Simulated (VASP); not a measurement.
# Ga (I4/mmm) in VASP: a series of runs

The runs below take Ga through single point, with r2SCAN.

Program: VASP 6.6.1. These are calculated values, not measurements. Logs are shortened: lines on timing, memory, paths and dates and some standing lists are left out, and cuts for length are marked.

### 1 The cell of the first run

Symmetry: I4/mmm, No. 139, tetragonal system. Conventional cell: a = 2.892 Å, b = 2.892 Å, c = 4.391 Å, α = 90.00°, β = 90.00°, γ = 90.00°. Ga (site symmetry 4/mmm) has 12 Ga at 2.89 to 3.00 Å within 3.8 Å.

### 2 Single point, r2SCAN (strain +0.030 along x and y, -0.015 along z)

File POSCAR:

```
Ga
1.0
   -1.4461200000      1.4461200000      2.1955650000
    1.4461200000     -1.4461200000      2.1955650000
    1.4461200000      1.4461200000     -2.1955650000
Ga
1
Direct
    0.0000000000      0.0000000000      0.0000000000
```

File INCAR.step1:

```
ALGO = Normal
EDIFF = 1E-4
ENCUT = 520
GGA = PE
ISMEAR = 0
LASPH = True
LCHARG = False
LREAL = False
LWAVE = True
NBANDS = 12
NELM = 60
PREC = Accurate
SIGMA = 0.15
```

File INCAR.step2:

```
ALGO = Normal
EDIFF = 1E-6
ENCUT = 520
ISIF = 2
ISMEAR = 0
ISTART = 1
LASPH = True
LCHARG = True
LELF = True
LMIXTAU = True
LREAL = False
LVHAR = True
LWAVE = False
METAGGA = R2SCAN
NBANDS = 12
NELM = 60
PREC = Accurate
SIGMA = 0.15
```

File KPOINTS:

```
k-points
0
Gamma
  24 24 24
```

Potentials or basis: VASP PAW PBE potentials, release 64 (Ga_d).

On the command line:

```bash
cat potpaw_PBE.64/Ga_d/POTCAR > POTCAR
cp INCAR.step1 INCAR
mpirun -np 1 vasp_std > vasp.out
cp INCAR.step2 INCAR
mpirun -np 1 vasp_std > vasp.out
```

OUTCAR:

```text
EDIFF = 1E-6
   ENCUT = 520
   ISIF = 2
   ISMEAR = 0
   ISTART = 1
   LASPH = True
   LREAL = False
   METAGGA = R2SCAN
   NELM = 60
   PREC = Accurate

 ion  position               nearest neighbor table
   1  0.000  0.000  0.000-

  LATTYP: Found a body centered tetragonal cell.
 ALAT       =     2.8922400000
 C/A-ratio  =     1.5182453738

  Lattice vectors:

 A1 = (  -1.4461200000,   1.4461200000,   2.1955650000)
 A2 = (   1.4461200000,  -1.4461200000,   2.1955650000)
 A3 = (   1.4461200000,   1.4461200000,  -2.1955650000)

Analysis of symmetry for initial positions (statically):
=====================================================================
 Subroutine PRICEL returns:
 Original cell was already a primitive cell.

 Routine SETGRP: Setting up the symmetry group for a
 body centered tetragonal supercell.

 Subroutine GETGRP returns: Found 16 space group operations
 (whereof 16 operations were pure point group operations)
 out of a pool of 16 trial point group operations.

The static configuration has the point symmetry D_4h.

Analysis of symmetry for dynamics (positions and initial velocities):
=====================================================================
 Subroutine PRICEL returns:
 Original cell was already a primitive cell.

 Routine SETGRP: Setting up the symmetry group for a
 body centered tetragonal supercell.

 Subroutine GETGRP returns: Found 16 space group operations
 (whereof 16 operations were pure point group operations)
 out of a pool of 16 trial point group operations.

The dynamic configuration has the point symmetry D_4h.

 Subroutine INISYM returns: Found 16 space group operations
 (whereof 16 operations are pure point group operations),
 and found     1 'primitive' translations

----------------------------------------------------------------------------------------

                                     Primitive cell

  volume of cell :      18.3660

  direct lattice vectors                    reciprocal lattice vectors
    -1.446120000  1.446120000  2.195565000     0.000000000  0.345752773  0.227731814
     1.446120000 -1.446120000  2.195565000     0.345752773  0.000000000  0.227731814
     1.446120000  1.446120000 -2.195565000     0.345752773  0.345752773  0.000000000

  length of vectors
     3.000505254  3.000505254  3.000505254     0.414012994  0.414012994  0.488968261

  position of ions in fractional coordinates (direct lattice)
     0.000000000  0.000000000  0.000000000

  ion indices of the primitive-cell ions
   primitive index   ion index
                 1           1

----------------------------------------------------------------------------------------

 KPOINTS: k-points

Automatic generation of k-mesh.
 Grid dimensions read from file:
 generate k-points for:   24   24   24

 Generating k-lattice:

  Cartesian coordinates                     Fractional coordinates (reciprocal lattice)
     0.000000000  0.014406366  0.009488826     0.041666667 -0.000000000  0.000000000
     0.014406366  0.000000000  0.009488826    -0.000000000  0.041666667  0.000000000
     0.014406366  0.014406366  0.000000000     0.000000000  0.000000000  0.041666667

  Length of vectors
     0.017250541  0.017250541  0.020373678

  Shift w.r.t. Gamma in fractional coordinates (k-lattice)
     0.000000000  0.000000000  0.000000000

 Subroutine IBZKPT returns following result:
 ===========================================

 Found   1063 irreducible k-points:

 Following reciprocal coordinates:
            Coordinates               Weight
  0.000000  0.000000  0.000000      1.000000
  0.041667 -0.000000  0.000000      8.000000
  0.083333  0.000000  0.000000      8.000000
  0.125000 -0.000000  0.000000      8.000000
  0.166667 -0.000000  0.000000      8.000000
  0.208333  0.000000  0.000000      8.000000
[... 16 lines left out ...]
  0.416667  0.041667  0.000000     16.000000
  0.458333  0.041667  0.000000     16.000000
 [... further k-points ...]
   k-points           NKPTS =   1063   k-points in BZ     NKDIM =   1063   number of bands    NBANDS=     12
   number of dos      NEDOS =    301   number of ions     NIONS =      1
   total plane-waves  NPLWV =  13824
   dimension x,y,z NGX =    24 NGY =   24 NGZ =   24
   dimension x,y,z NGXF=    48 NGYF=   48 NGZF=   48
   ions per type =               1
   NGX,Y,Z   is equivalent  to a cutoff of  13.30, 13.30, 13.30 a.u.
   NGXF,Y,Z  is equivalent  to a cutoff of  26.59, 26.59, 26.59 a.u.
 SYSTEM =  unknown system
   PREC   = accura    normal or accurate (medium, high low for compatibility)
   ISTART =      1    job   : 0-new  1-cont  2-samecut
   ICHARG =      0    charge: 1-file 2-atom 10-const
   ISPIN  =      1    spin polarized calculation?
   LNONCOLLINEAR =      F non collinear calculations
   LSORBIT =      F    spin-orbit coupling
   LASPH  =      T    aspherical Exc in radial PAW
   ENCUT  =  520.0 eV  38.22 Ry    6.18 a.u.   5.58  5.58  5.58*2*pi/ulx,y,z
   NELM   =     60;   NELMIN=  2; NELMDL=  0     # of ELM steps
   EDIFF  = 0.1E-05   stopping-criterion for ELM
   LREAL  =      F    real-space projection
   EDIFFG = 0.1E-04   stopping-criterion for IOM
   NSW    =      0    number of steps for IOM
   IBRION =     -1    ionic relax: 0-MD 1-quasi-New 2-CG
   NFREE  =      0    steps in history (QN), initial steepest desc. (CG)
   ISIF   =      2    stress and relaxation
   ISYM   =      2    0-nonsym 1-usesym 2-fastsym
   POTIM  = 0.5000    time-step for ionic-motion
   TEBEG  =    0.0;   TEEND  =   0.0 temperature during run
   PSTRESS=    0.0 pullay stress
   NELECT =      13.0000    total number of electrons
   NUPDOWN=      -1.0000    fix difference up-down
   EMIN   =  10.00;   EMAX   =-10.00  energy-range for DOS
   EFERMI =   0.00;   METHOD = LEGACY
   ISMEAR =     0;   SIGMA  =   0.15  broadening in eV -4-tet -1-fermi 0-gaus
   EFERMI_NEDOS =   21; number of points for ismear=-14 and -15
   IALGO  =     38    algorithm
   IMIX   =      4    mixing-type and parameters
     AMIX     =   0.40;   BMIX     =  1.00
     AMIX_MAG =   1.60;   BMIX_MAG =  1.00
  volume/ion in A,a.u.               =      18.37       123.94
  Fermi-wavevector in a.u.,A,eV,Ry     =   1.458985  2.757083 28.961886  2.128639
  Thomas-Fermi vector in A             =   2.575606
   LORBIT       =      0    0 simple, 1 ext, 2 COOP (PROOUT), +10 PAW based schemes
   METAGGA = R2SCAN    functional components
   LHFCALC =     F    Hartree Fock is set to
   AEXX    =    0.0000 exact exchange contribution
   IVDW    =     0    specifies the selected vdW correction
   LEPSILON=     F    determine dielectric tensor
   LRPA    =     F    only Hartree local field effects (RPA)
 non-spin polarized calculation
 Gauss-broadening in eV      SIGMA  =   0.15
  energy-cutoff  :      520.00
  volume of cell :       18.37
 maximum number of plane-waves:       517
   NGX = 11   NGY = 11   NGZ = 11

 number of electron      13.0000002 magnetization

 Free energy of the ion-electron system (eV)
  ---------------------------------------------------
  ext. energy  EPLUGINS =         0.00000000
  ---------------------------------------------------
  free energy    TOTEN  =       -11.30763360 eV

  energy without entropy =      -11.30446166  energy(sigma->0) =      -11.30604763

 E-fermi :   5.7328     XC(G=0): -12.3330

 val. band max:        5.7243422963   @ k =   0.2500   0.2500   0.1667
 cond. band min:       5.7374111044   @ k =   0.2500   0.2083   0.1667
 fundamental gap:      0.0130688081
 Fermi energy:         5.7327701378

 k-point     1 :       0.0000    0.0000    0.0000
  band No.  band energies     occupation
      1      -9.8139      2.00000
      2      -9.7413      2.00000
      3      -9.7413      2.00000
      4      -9.6740      2.00000
      5      -9.5922      2.00000
      6      -6.1569      2.00000
      7      18.9535      0.00000
      8      18.9536      0.00000
      9      19.0923      0.00000
     10      22.5120      0.00000
     11      22.5867      0.00000
     12      22.9989      0.00000

 k-point     2 :       0.0417   -0.0000    0.0000
  band No.  band energies     occupation
      1      -9.8118      2.00000
      2      -9.7416      2.00000
      3      -9.7391      2.00000
      4      -9.6739      2.00000
      5      -9.5931      2.00000
      6      -6.1088      2.00000
      7      18.2942      0.00000
      8      18.8700      0.00000
      9      18.8990      0.00000
     10      21.8254      0.00000
     11      22.8533      0.00000
     12      23.1603      0.00000

 k-point     3 :       0.0833    0.0000    0.0000
  band No.  band energies     occupation
      1      -9.8065      2.00000
      2      -9.7427      2.00000
      3      -9.7329      2.00000
      4      -9.6727      2.00000
      5      -9.5956      2.00000
      6      -5.9641      2.00000
      7      16.7554      0.00000
      8      18.5006      0.00000
      9      18.6563      0.00000
     10      21.4687      0.00000
     11      23.3471      0.00000
     12      23.6027      0.00000

 k-point     4 :       0.1250   -0.0000    0.0000
  band No.  band energies     occupation
      1      -9.8006      2.00000
      2      -9.7450      2.00000
      3      -9.7238      2.00000
      4      -9.6684      2.00000
      5      -9.5988      2.00000
      6      -5.7218      2.00000
      7      14.9692      0.00000
      8      18.0101      0.00000
      9      18.3834      0.00000
     10      21.2704      0.00000
     11      23.6286      0.00000
     12      24.2336      0.00000

 k-point     5 :       0.1667   -0.0000    0.0000
  band No.  band energies     occupation
      1      -9.7975      2.00000
      2      -9.7493      2.00000
      3      -9.7141      2.00000
      4      -9.6580      2.00000
      5      -9.6008      2.00000
      6      -5.3808      2.00000
      7      13.1496      0.00000
      8      17.5083      0.00000
      9      18.1067      0.00000
     10      21.1245      0.00000
     11      23.1954      0.00000
     12      24.9074      0.00000
[... 228 lines left out ...]
      1      -9.8328      2.00000
      2      -9.7785      2.00000
      3      -9.7130      2.00000
      4      -9.5673      2.00000
      5      -9.5528      2.00000
      6      -2.7320      2.00000
      7       5.9934      0.01401
      8      15.7234      0.00000
      9      16.8479      0.00000
     10      20.2989      0.00000
     11      21.1931      0.00000
     12      22.8642      0.00000

 k-point    22 :       0.3750    0.0417    0.0000
  band No.  band energies     occupation
      1      -9.8440      2.00000
      2      -9.7847      2.00000
      3      -9.7192      2.00000
      4      -9.5491      2.00000
      5      -9.5355      2.00000
      6      -1.8673      2.00000
      7       4.5338      2.00000
      8      15.5327      0.00000
      9      16.7276      0.00000
     10      20.0558      0.00000
     11      21.0673      0.00000
     12      22.5748      0.00000

 k-point    23 :       0.4167    0.0417    0.0000
  band No.  band energies     occupation
      1      -9.8528      2.00000
      2      -9.7891      2.00000
      3      -9.7245      2.00000
      4      -9.5382      2.00000
      5      -9.5194      2.00000
      6      -0.9134      2.00000
      7       3.1699      2.00000
      8      15.3639      0.00000
      9      16.7001      0.00000
     10      19.9016      0.00000
     11      20.9036      0.00000
     12      22.5307      0.00000

 k-point    24 :       0.4583    0.0417    0.0000
  band No.  band energies     occupation
      1      -9.8581      2.00000
      2      -9.7913      2.00000
      3      -9.7278      2.00000
      4      -9.5333      2.00000
      5      -9.5087      2.00000
      6       0.0966      2.00000
      7       1.9362      2.00000
      8      15.2325      0.00000
      9      16.7440      0.00000
     10      19.8276      0.00000
     11      20.7774      0.00000
     12      22.6772      0.00000

 [... further k-points ...]

------------------------ aborting loop because EDIFF is reached ----------------------------------------

  FORCE on cell =-STRESS in cart. coord.  units (eV):
  Direction    XX          YY          ZZ          XY          YZ          ZX
  --------------------------------------------------------------------------------------
  -------------------------------------------------------------------------------------
  Total       -0.1850495     -0.1850495     -0.1444055      0.0000000      0.0000000      0.0000000
  in kB      -16.1429771    -16.1429771    -12.5973572      0.0000000      0.0000000      0.0000000
  external PRESSURE =     -14.9611038 kB  Pullay stress =       0.0000000 kB

 VOLUME and BASIS-vectors are now :
 -----------------------------------------------------------------------------
  energy-cutoff  :      520.00
  volume of cell :       18.37
      direct lattice vectors                 reciprocal lattice vectors
    -1.446120000  1.446120000  2.195565000     0.000000000  0.345752773  0.227731814
     1.446120000 -1.446120000  2.195565000     0.345752773  0.000000000  0.227731814
     1.446120000  1.446120000 -2.195565000     0.345752773  0.345752773  0.000000000

 POSITION                                       TOTAL-FORCE (eV/Angst)
 -----------------------------------------------------------------------------------
      0.00000      0.00000      0.00000         0.000000      0.000000     -0.000000
 -----------------------------------------------------------------------------------
    total drift:                                0.000000      0.000000     -0.000000

  FREE ENERGIE OF THE ION-ELECTRON SYSTEM (eV)
  ---------------------------------------------------
  free  energy   TOTEN  =       -11.3076335977 eV

  energy  without entropy=      -11.3044616618  energy(sigma->0) =      -11.30604763
```

Run time: 3.9 min. Hardware: 1 thread of Intel Xeon 6975P-C (Granite Rapids), shared host; peak memory 0.34 GiB.

What came out:

| Quantity | Value |
| --- | --- |
| Free energy | -11.3076 eV |
| Pressure | -1.5 GPa |

Caveat: the cell differs from its parent crystal (strain +0.030 along x and y, -0.015 along z); the PAW data sets were made with another functional, which shifts forces and pressure a little.

[end of part 1 of 2]
